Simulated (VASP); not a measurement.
Write the native input for VASP 6.6.1 that does the following.

```
Task                   : electric field gradients
Functional             : PBEsol
Potentials or basis    : VASP PAW PBE potentials, release 64 (Ti_sv, N)
Cutoff                 : 520 eV
k mesh                 : 17 × 17 × 17
Occupations            : fermi-dirac, width 0.05 eV
Spin                   : no spin polarisation
Dipole correction      : no
Further INCAR settings : ALGO = Normal; EDIFF = 1e-08; NBANDS = 16
```

The structure of TiN lies in POSCAR:

```
TiN
1.0
    0.0000000000      2.1636184092      2.1636184092
    2.1636184092      0.0000000000      2.1636184092
    2.1636184092      2.1636184092      0.0000000000
Ti N
1 1
Direct
    0.0000000000      0.0000000000      0.0000000000
    0.5000000000      0.5000000000      0.5000000000
```

This cell differs from its parent crystal: volume scaled by 1.06.

The input as run:

INCAR

```
PREC = Accurate
ENCUT = 520
EDIFF = 1E-8
ISMEAR = -1
SIGMA = 0.05
LREAL = F
LASPH = T
NELM = 100
ALGO = Normal
ISIF = 2
LWAVE = F
LCHARG = F
GGA = PS
LEFG = T
NBANDS = 16
```

KPOINTS

```
regular mesh
0
Gamma
  17 17 17
```

Potentials or basis: VASP PAW PBE potentials, release 64 (Ti_sv, N).

Launch:

```console
$ cat potpaw_PBE.64/Ti_sv/POTCAR potpaw_PBE.64/N/POTCAR > POTCAR
$ mpirun -np 1 vasp_std > vasp.out
```

Results of the run:

```
Pressure : -21.2 GPa
```

Caveat: without QUAD_EFG the Cq values of the log hold for a quadrupole moment of 1 mb, not for the nuclei; the PAW data sets were made with another functional, which shifts forces and pressure a little.

Wall time 37 s on 1 thread of AMD EPYC 9R45 96-Core Processor (Zen 5) (shared host), peak memory 0.15 GiB.
